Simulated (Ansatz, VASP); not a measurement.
**One calculation of La2O3, two programs**

```xyz
5
Lattice="6.2668 0.0000 0.0000 -3.1334 5.4272 0.0000 0.0000 0.0000 3.2998" Properties=species:S:1:pos:R:3 pbc="T T T"
La    3.1334    1.8091    1.6499
La    0.0000    3.6181    1.6499
O     3.1836    0.0000    0.0000
O    -1.5918    2.7571    0.0000
O     1.5416    2.6701    0.0000
```

Alike in both runs: functional PBEsol; k mesh 6 × 6 × 8; occupations fermi-dirac, width 0.02 eV; no spin polarisation.

|  | VASP | Ansatz |
| --- | --- | --- |
| version | VASP 6.6.1 | Ansatz 0.2.0 |
| potentials or method | VASP PAW PBE potentials, release 64 (La, O) | Ansatz PAW |
| plane-wave cutoff (eV) | 600 | 420 |
| valence electrons in the cell | 40 | 40 |
| task | single point | band structure |

|  | VASP | Ansatz | Ansatz less VASP |
| --- | --- | --- | --- |
| gap on the k mesh at the Fermi level (eV) | 1.46 | 1.46 | -0.004 |
| least direct gap on the mesh (eV) | 1.98 | 1.98 | +0.006 |
| pressure (GPa) | -1.3 | -1.1 | +0.22 |
| traceless stress, the component that is largest in VASP (GPa) | -2.56 | -2.54 | +0.028 |
| rms of the force components (eV/Å) | 0.028 | 0.027 | -0.0002 |

VASP's potentials were made for PBE, not for PBEsol. Atom by atom the forces differ by 0.000 eV/Å (rms over components).

Neither program's run includes spin-orbit coupling.
